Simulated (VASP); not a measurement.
# N2: relaxation of the atoms with r2SCAN

System: N2, in a box.

```
N
1.0
     9.00000    0.00000    0.00000
     0.00000    9.50000    0.00000
     0.00000    0.00000   10.00000
N
2
Direct
  0.50000 0.50000 0.44450
  0.50000 0.50000 0.55550
```

```yaml
Program: VASP 6.6.1
Task: relaxation of the atoms
Functional: r2SCAN
Potentials_or_basis: VASP PAW PBE potentials, release 64 (N)
Cutoff: 520 eV
k_mesh: 1 × 1 × 1
Occupations: methfessel-paxton, width 0.02 eV
Spin: no spin polarisation
Dipole_correction: no
Further_INCAR_settings: ALGO = Normal; EDIFF = 1e-07; IBRION = 2; EDIFFG = -0.01; NSW = 60
```

```yaml
Energy_gained_by_relaxing: 0.5 meV/atom
Ionic_steps: 3
Largest_force_after_relaxing: 0.008 eV/Å
Gap_between_the_frontier_levels: 8.91 eV
```

Forces in eV/Å, atoms in the order of the input:
```
N    0.000  0.000 -0.008
N    0.000  0.000  0.008
```

The path:
| step | energy change (eV) | largest force (eV/Å) | pressure (GPa) |
| --- | --- | --- | --- |
| 1 | 0.0000 | 0.5192 | -0.05 |
| 2 | 0.1975 | 8.9766 | 0.57 |
| 3 | -0.0009 | 0.0078 | -0.02 |

Final structure:
```yaml
crystal:
  lattice:
    - [9.00000, 0.00000, 0.00000]
    - [0.00000, 9.50000, 0.00000]
    - [0.00000, 0.00000, 10.00000]
  atoms:
    - { symbol: N, position: [0.50000, 0.50000, 0.44466] }
    - { symbol: N, position: [0.50000, 0.50000, 0.55534] }
```

Levels at points of the mesh, in eV from the valence-band top:
```
           k point  band 2  band 3  band 4  band 5  band 6  band 7  band 8  band 9
(0.00, 0.00, 0.00)   -3.60   -1.27   -1.27    0.00    8.91    8.91   10.67   12.09
```

Wall time 12 min on 1 thread of Oxide Virtual Turin-like Processor, with other jobs on the host, peak memory 0.91 GiB.

Caveat: the standard files for N, O and F lose accuracy on very short bonds; the PAW data sets were made with another functional, which shifts forces and pressure a little.
